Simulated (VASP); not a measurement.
The system is HfO2.

```
Hf O
1.0
     0.00000    2.54034    2.54034
     2.54034    0.00000    2.54034
     2.54034    2.54034    0.00000
Hf O
1 2
Cartesian
  0.0000 0.0000 0.0000
  3.8105 3.8105 3.8105
  1.2702 1.2702 1.2702
```

This cell differs from its parent crystal: volume scaled by 0.98.

Base run:

- Program: VASP 6.6.1
- Functional: PBEsol
- Potentials or basis: VASP PAW PBE potentials, release 64 (Hf_pv, O)
- Cutoff: 520 eV
- k mesh: 9 × 9 × 9
- Occupations: fermi-dirac, width 0.05 eV
- Spin: no spin polarisation

Its results: band gap on the k mesh 3.77 eV, indirect (least direct gap 3.89 eV); pressure -9.1 GPa.

The run is repeated on the same cell with these changes: functional from PBEsol to RPBE. What comes out?

Band gap on the k mesh 3.99 eV, indirect (least direct gap 4.11 eV); pressure 3.8 GPa.

RPBE binds less tightly than PBEsol, so the same cell stands under more pressure.

Caveats: the PAW data sets were made with another functional, which shifts forces and pressure a little; spin-orbit coupling is left out, which moves the levels of the heavy elements.

A k mesh can miss the band edges.
